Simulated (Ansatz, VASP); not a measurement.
# Pb in VASP and in Ansatz

```
Pb
1.0
     3.14561    0.00000    0.00000
     0.00000    3.14561    0.00000
     0.00000    0.00000    3.14561
Pb
1
Direct
  0.00000 0.00000 0.00000
```

Alike in both runs: task relaxation of cell and atoms; functional LDA; k mesh 13 × 13 × 13; occupations fermi-dirac, width 0.05 eV; no spin polarisation.

|  | VASP | Ansatz |
| --- | --- | --- |
| version | VASP 6.6.1 | Ansatz 0.2.0 |
| potentials or method | VASP PAW LDA potentials, release 64 (Pb_d), cutoff 600 eV | all-electron LAPW, non-relativistic |

```tsv
	VASP	Ansatz	Ansatz less VASP
relaxed volume (Å³/atom)	31.20	32.45	+1.246
relaxed cell length with the largest relative difference (Å)	3.148	3.189	+0.0414
```

LDA's correlation is that of Perdew and Zunger in VASP and of Perdew and Wang (1992) in Ansatz. Ansatz ran all-electron here, and VASP with PAW potentials.

Spin-orbit coupling is off throughout.
